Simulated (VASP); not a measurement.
# Cr3Cu (Pm-3m) in VASP: notebook

Cr3Cu is run at these levels: LDA; tasks: single point.

All numbers are computed with VASP 6.6.1; they aren't measurements. Logs are shortened: lines on timing, memory, paths and dates and some standing lists are left out, and cuts for length are marked.

**1. The cell of the first run**

Symmetry: Pm-3m, No. 221, cubic system. The conventional cell has a = 3.478 Å, b = 3.478 Å, c = 3.478 Å, α = 90.00°, β = 90.00°, γ = 90.00°. Within 3.2 Å of Cr (site symmetry 4/mmm) lie 8 Cr at 2.46 Å and 4 Cu at 2.46 Å. Cu (site symmetry m-3m) has 12 Cr at 2.46 Å within 3.2 Å.

**2. Single point, LDA, collinear spin, ferromagnetic start**

File INCAR:

```
SYSTEM = Cr3Cu
PREC     = Accurate       ! precision mode
ENCUT    = 520            ! plane-wave cutoff, eV
EDIFF    = 1E-7           ! SCF threshold, eV
ISMEAR   = -1             ! smearing method
SIGMA    = 0.1            ! smearing width, eV
LREAL    = .FALSE.        ! projectors in reciprocal space
LASPH    = .TRUE.         ! aspherical terms in the spheres
NELM     = 150            ! most SCF steps
ALGO     = Normal         ! electronic algorithm
ISIF     = 2              ! what is computed and relaxed
LWAVE    = .FALSE.        ! write WAVECAR
LCHARG   = .FALSE.        ! write CHGCAR
ISPIN    = 2              ! spin polarisation
MAGMOM   = 2.1 2.1 2.1 0  ! initial moments
LORBIT   = 11             ! projections on sites
LMAXMIX  = 4              ! l up to which the mixer works
GGA      = CA             ! functional
NBANDS   = 36             ! bands
```

File KPOINTS:

```
Automatic mesh
0
G
  7 7 7
  0 0 0
```

File POSCAR:

```
Cr3Cu
1.0
    3.4776135932      0.0000000000      0.0000000000
    0.0000000000      3.4776135932      0.0000000000
    0.0000000000      0.0000000000      3.4776135932
Cr Cu
3 1
Direct
    0.0000000000      0.5000000000      0.5000000000
    0.5000000000      0.0000000000      0.5000000000
    0.5000000000      0.5000000000      0.0000000000
    0.0000000000      0.0000000000      0.0000000000
```

Potentials or basis: VASP PAW LDA potentials, release 64 (Cr_pv, Cu).

Command:

```console
> cat potpaw_LDA.64/Cr_pv/POTCAR potpaw_LDA.64/Cu/POTCAR > POTCAR
> mpirun -np 1 vasp_std > vasp.out
```

OUTCAR:

```text
SYSTEM = Cr3Cu
   PREC = Accurate
   ENCUT = 520
   EDIFF = 1E-7
   ISMEAR = -1
   LREAL = .FALSE.
   LASPH = .TRUE.
   NELM = 150
   ISIF = 2
   ISPIN = 2
   LORBIT = 11
   GGA = CA

 ion  position               nearest neighbor table
   1  0.000  0.500  0.500-   2 2.46   3 2.46   4 2.46   3 2.46   4 2.46   2 2.46   4 2.46   4 2.46
                             2 2.46   3 2.46   3 2.46   2 2.46
   2  0.500  0.000  0.500-   1 2.46   3 2.46   4 2.46   3 2.46   4 2.46   1 2.46   3 2.46   3 2.46
                             1 2.46   4 2.46   4 2.46   1 2.46
   3  0.500  0.500  0.000-   1 2.46   2 2.46   4 2.46   1 2.46   2 2.46   2 2.46   4 2.46   2 2.46
                             1 2.46   4 2.46   1 2.46   4 2.46
   4  0.000  0.000  0.000-   1 2.46   2 2.46   3 2.46   1 2.46   2 2.46   1 2.46   3 2.46   1 2.46
                             2 2.46   3 2.46   2 2.46   3 2.46

  LATTYP: Found a simple cubic cell.
 ALAT       =     3.4776135932

  Lattice vectors:

 A1 = (   3.4776135932,   0.0000000000,   0.0000000000)
 A2 = (   0.0000000000,   3.4776135932,   0.0000000000)
 A3 = (   0.0000000000,   0.0000000000,   3.4776135932)

Analysis of symmetry for initial positions (statically):
=====================================================================
 Subroutine PRICEL returns:
 Original cell was already a primitive cell.

 Routine SETGRP: Setting up the symmetry group for a
 simple cubic supercell.

 Subroutine GETGRP returns: Found 48 space group operations
 (whereof 48 operations were pure point group operations)
 out of a pool of 48 trial point group operations.

The static configuration has the point symmetry O_h .

Analysis of symmetry for dynamics (positions and initial velocities):
=====================================================================
 Subroutine PRICEL returns:
 Original cell was already a primitive cell.

 Routine SETGRP: Setting up the symmetry group for a
 simple cubic supercell.

 Subroutine GETGRP returns: Found 48 space group operations
 (whereof 48 operations were pure point group operations)
 out of a pool of 48 trial point group operations.

The dynamic configuration has the point symmetry O_h .

Analysis of structural, dynamic, and magnetic symmetry:
=====================================================================
 Subroutine PRICEL returns:
 Original cell was already a primitive cell.

 Routine SETGRP: Setting up the symmetry group for a
 simple cubic supercell.

 Subroutine GETGRP returns: Found 48 space group operations
 (whereof 48 operations were pure point group operations)
 out of a pool of 48 trial point group operations.

The overall configuration has the point symmetry O_h .

 Subroutine INISYM returns: Found 48 space group operations
 (whereof 48 operations are pure point group operations),
 and found     1 'primitive' translations

----------------------------------------------------------------------------------------

                                     Primitive cell

  volume of cell :      42.0576

  direct lattice vectors                    reciprocal lattice vectors
     3.477613593  0.000000000  0.000000000     0.287553511  0.000000000  0.000000000
     0.000000000  3.477613593  0.000000000     0.000000000  0.287553511  0.000000000
     0.000000000  0.000000000  3.477613593     0.000000000  0.000000000  0.287553511

  length of vectors
     3.477613593  3.477613593  3.477613593     0.287553511  0.287553511  0.287553511

  position of ions in fractional coordinates (direct lattice)
     0.000000000  0.500000000  0.500000000
     0.500000000  0.000000000  0.500000000
     0.500000000  0.500000000  0.000000000
     0.000000000  0.000000000  0.000000000

  ion indices of the primitive-cell ions
   primitive index   ion index
                 1           1
                 2           2
                 3           3
                 4           4

----------------------------------------------------------------------------------------

 KPOINTS: Automatic mesh

Automatic generation of k-mesh.
 Grid dimensions read from file:
 generate k-points for:    7    7    7

 Generating k-lattice:

  Cartesian coordinates                     Fractional coordinates (reciprocal lattice)
     0.041079073  0.000000000  0.000000000     0.142857143  0.000000000  0.000000000
     0.000000000  0.041079073  0.000000000     0.000000000  0.142857143  0.000000000
     0.000000000  0.000000000  0.041079073     0.000000000  0.000000000  0.142857143

  Length of vectors
     0.041079073  0.041079073  0.041079073

  Shift w.r.t. Gamma in fractional coordinates (k-lattice)
     0.000000000  0.000000000  0.000000000

 Subroutine IBZKPT returns following result:
 ===========================================

 Found     20 irreducible k-points:

 Following reciprocal coordinates:
            Coordinates               Weight
  0.000000  0.000000  0.000000      1.000000
  0.142857  0.000000  0.000000      6.000000
  0.285714  0.000000  0.000000      6.000000
  0.428571  0.000000  0.000000      6.000000
  0.142857  0.142857  0.000000     12.000000
  0.285714  0.142857  0.000000     24.000000
[... 12 lines left out ...]
  0.428571  0.428571  0.285714     24.000000
  0.428571  0.428571  0.428571      8.000000
   k-points           NKPTS =     20   k-points in BZ     NKDIM =     20   number of bands    NBANDS=     36
   number of dos      NEDOS =    301   number of ions     NIONS =      4
   total plane-waves  NPLWV =  21952
   dimension x,y,z NGX =    28 NGY =   28 NGZ =   28
   dimension x,y,z NGXF=    56 NGYF=   56 NGZF=   56
   ions per type =               3   1
   NGX,Y,Z   is equivalent  to a cutoff of  13.39, 13.39, 13.39 a.u.
   NGXF,Y,Z  is equivalent  to a cutoff of  26.77, 26.77, 26.77 a.u.
 SYSTEM =  Cr3Cu
   PREC   = accura    normal or accurate (medium, high low for compatibility)
   ISTART =      0    job   : 0-new  1-cont  2-samecut
   ICHARG =      2    charge: 1-file 2-atom 10-const
   ISPIN  =      2    spin polarized calculation?
   LNONCOLLINEAR =      F non collinear calculations
   LSORBIT =      F    spin-orbit coupling
   LASPH  =      T    aspherical Exc in radial PAW
   ENCUT  =  520.0 eV  38.22 Ry    6.18 a.u.   6.47  6.47  6.47*2*pi/ulx,y,z
   NELM   =    150;   NELMIN=  2; NELMDL= -5     # of ELM steps
   EDIFF  = 0.1E-06   stopping-criterion for ELM
   LREAL  =      F    real-space projection
   EDIFFG = 0.1E-05   stopping-criterion for IOM
   NSW    =      0    number of steps for IOM
   IBRION =     -1    ionic relax: 0-MD 1-quasi-New 2-CG
   NFREE  =      0    steps in history (QN), initial steepest desc. (CG)
   ISIF   =      2    stress and relaxation
   ISYM   =      2    0-nonsym 1-usesym 2-fastsym
   POTIM  = 0.5000    time-step for ionic-motion
   TEBEG  =    0.0;   TEEND  =   0.0 temperature during run
   PSTRESS=    0.0 pullay stress
   NELECT =      47.0000    total number of electrons
   NUPDOWN=      -1.0000    fix difference up-down
   EMIN   =  10.00;   EMAX   =-10.00  energy-range for DOS
   EFERMI =   0.00;   METHOD = LEGACY
   ISMEAR =    -1;   SIGMA  =   0.10  broadening in eV -4-tet -1-fermi 0-gaus
   EFERMI_NEDOS =   21; number of points for ismear=-14 and -15
   IALGO  =     38    algorithm
   IMIX   =      4    mixing-type and parameters
     AMIX     =   0.40;   BMIX     =  1.00
     AMIX_MAG =   1.60;   BMIX_MAG =  1.00
  volume/ion in A,a.u.               =      10.51        70.95
  Fermi-wavevector in a.u.,A,eV,Ry     =   1.698867  3.210394 39.268456  2.886150
  Thomas-Fermi vector in A             =   2.779288
   LORBIT       =     11    0 simple, 1 ext, 2 COOP (PROOUT), +10 PAW based schemes
   GGA     = CA    functional components
   LHFCALC =     F    Hartree Fock is set to
   AEXX    =    0.0000 exact exchange contribution
   IVDW    =     0    specifies the selected vdW correction
   LEPSILON=     F    determine dielectric tensor
   LRPA    =     F    only Hartree local field effects (RPA)
 spin polarized calculation
  energy-cutoff  :      520.00
  volume of cell :       42.06
 maximum number of plane-waves:      1145
 NGX is ok and might be reduce to    28
   NGX = 13   NGY = 13   NGZ = 13

 number of electron      47.0000040 magnetization       0.0000357

 number of electron      47.0000040 magnetization      -0.0000052

 Free energy of the ion-electron system (eV)
  ---------------------------------------------------
  ext. energy  EPLUGINS =         0.00000000
  ---------------------------------------------------
  free energy    TOTEN  =       -35.47745306 eV

  energy without entropy =      -35.38502015  energy(sigma->0) =      -35.43123660

 E-fermi :  11.2822     XC(G=0): -14.3783

 val. band max:       11.2280963831   @ k =   0.2857   0.1429   0.1429
 cond. band min:      11.3425534387   @ k =   0.4286   0.0000   0.0000
 fundamental gap:      0.1144570556
 Fermi energy:        11.2821649522

 spin component 1

 k-point     1 :       0.0000    0.0000    0.0000
  band No.  band energies     occupation
      1     -31.5960      1.00000
      2     -31.5960      1.00000
      3     -31.5960      1.00000
      4     -31.0789      1.00000
      5     -31.0789      1.00000
      6     -31.0789      1.00000
[... 749 lines left out ...]
     34      17.0333      0.00000
     35      17.0333      0.00000
 Fermi energy:        11.2821649522

 spin component 2

 k-point     1 :       0.0000    0.0000    0.0000
  band No.  band energies     occupation
      1     -31.5960      1.00000
      2     -31.5960      1.00000
      3     -31.5960      1.00000
      4     -31.0789      1.00000
      5     -31.0789      1.00000
      6     -31.0789      1.00000
[... 749 lines left out ...]
     34      17.0333      0.00000
     35      17.0333      0.00000
 [bands above 35 left out]

------------------------ aborting loop because EDIFF is reached ----------------------------------------

  FORCE on cell =-STRESS in cart. coord.  units (eV):
  Direction    XX          YY          ZZ          XY          YZ          ZX
  --------------------------------------------------------------------------------------
  -------------------------------------------------------------------------------------
  Total        2.6072257      2.6072257      2.6072257     -0.0000000     -0.0000000      0.0000000
  in kB       99.3219515     99.3219515     99.3219515     -0.0000000     -0.0000000      0.0000000
  external PRESSURE =      99.3219515 kB  Pullay stress =       0.0000000 kB

 VOLUME and BASIS-vectors are now :
 -----------------------------------------------------------------------------
  energy-cutoff  :      520.00
  volume of cell :       42.06
      direct lattice vectors                 reciprocal lattice vectors
     3.477613593  0.000000000  0.000000000     0.287553511  0.000000000  0.000000000
     0.000000000  3.477613593  0.000000000     0.000000000  0.287553511  0.000000000
     0.000000000  0.000000000  3.477613593     0.000000000  0.000000000  0.287553511

 POSITION                                       TOTAL-FORCE (eV/Angst)
 -----------------------------------------------------------------------------------
      0.00000      1.73881      1.73881         0.000000      0.000000      0.000000
      1.73881      0.00000      1.73881         0.000000      0.000000      0.000000
      1.73881      1.73881      0.00000         0.000000      0.000000      0.000000
      0.00000      0.00000      0.00000         0.000000      0.000000      0.000000
 -----------------------------------------------------------------------------------
    total drift:                                0.000000      0.000000      0.000000

  FREE ENERGIE OF THE ION-ELECTRON SYSTEM (eV)
  ---------------------------------------------------
  free  energy   TOTEN  =       -35.4774530614 eV

  energy  without entropy=      -35.3850201473  energy(sigma->0) =      -35.43123660

 total charge

# of ion       s       p       d       tot
------------------------------------------
    1        0.435   6.401   4.347  11.183
    2        0.435   6.401   4.347  11.183
    3        0.435   6.401   4.347  11.183
    4        0.606   0.707   9.090  10.403
--------------------------------------------------
tot          1.911  19.910  22.132  43.953

 magnetization (x)

# of ion       s       p       d       tot
------------------------------------------
    1        0.000  -0.000  -0.000  -0.000
    2        0.000  -0.000  -0.000  -0.000
    3        0.000  -0.000  -0.000  -0.000
    4       -0.000  -0.000  -0.000  -0.000
--------------------------------------------------
tot          0.000  -0.000  -0.000  -0.000
```

Wall time 68 s (1 thread of AMD EPYC 9R45 (Zen 5), shared host); peak memory 0.13 GiB.

Results:

```
Free energy                                           : -35.4775 eV
Pressure                                              : 9.9 GPa
Net moment                                            : 0.00 μB per cell
Valence electrons inside the program's atomic spheres : Cr 11.18; Cu 10.40
```

Caveat: the starting moments collapsed, and a magnetic state may lie lower.

**3. Single point, LDA, collinear spin, ferromagnetic start**

This run uses another cell than the first one, of 10.81 Å³/atom, 1.028 times its volume.

File INCAR:

```
SYSTEM = Cr3Cu
ALGO = Normal
EDIFF = 1E-6
ENCUT = 520
GGA = CA
ISIF = 2
ISMEAR = -1
ISPIN = 2
LASPH = .True.
LCHARG = .False.
LMAXMIX = 4
LORBIT = 11
LREAL = .False.
LWAVE = .False.
MAGMOM = 2.1 2.1 2.1 0
NBANDS = 36
NELM = 150
PREC = Accurate
SIGMA = 0.1
```

File KPOINTS:

```
k-points
0
Gamma
  7 7 7
  0 0 0
```

File POSCAR:

```
Cr3Cu
1.0
    3.5095200873      0.0000000000      0.0000000000
    0.0000000000      3.5095200873      0.0000000000
    0.0000000000      0.0000000000      3.5095200873
Cr Cu
3 1
Direct
    0.0000000000      0.5000000000      0.5000000000
    0.5000000000      0.0000000000      0.5000000000
    0.5000000000      0.5000000000      0.0000000000
    0.0000000000      0.0000000000      0.0000000000
```

Potentials or basis: VASP PAW LDA potentials, release 64 (Cr_pv, Cu).

Command:

```console
> cat potpaw_LDA.64/Cr_pv/POTCAR potpaw_LDA.64/Cu/POTCAR > POTCAR
> mpirun -np 1 vasp_std > vasp.out
```

It took 63 s on 1 thread of AMD EPYC 9R45 (Zen 5), shared host; peak memory 0.14 GiB.

It converged, with:

| Item | Value |
| --- | --- |
| Free energy | -35.5206 eV |
| Pressure | 1.8 GPa |
| Net moment | 0.00 μB per cell |
| Valence electrons inside the program's atomic spheres | Cr 11.12; Cu 10.35 |

Levels at points of the mesh, in eV from the Fermi level:
Spin up:
| k point | band 21 | band 22 | band 23 | band 24 | band 25 | band 26 |
| --- | --- | --- | --- | --- | --- | --- |
| (0.00, 0.00, 0.00) | -1.01 | 1.20 | 1.20 | 1.20 | 1.94 | 1.94 |
Spin down:
```csv
k point,band 21,band 22,band 23,band 24,band 25,band 26
"(0.00, 0.00, 0.00)",-1.01,1.20,1.20,1.20,1.94,1.94
```

Caveat: the starting moments collapsed, and a magnetic state may lie lower.

[end of part 1 of 2]
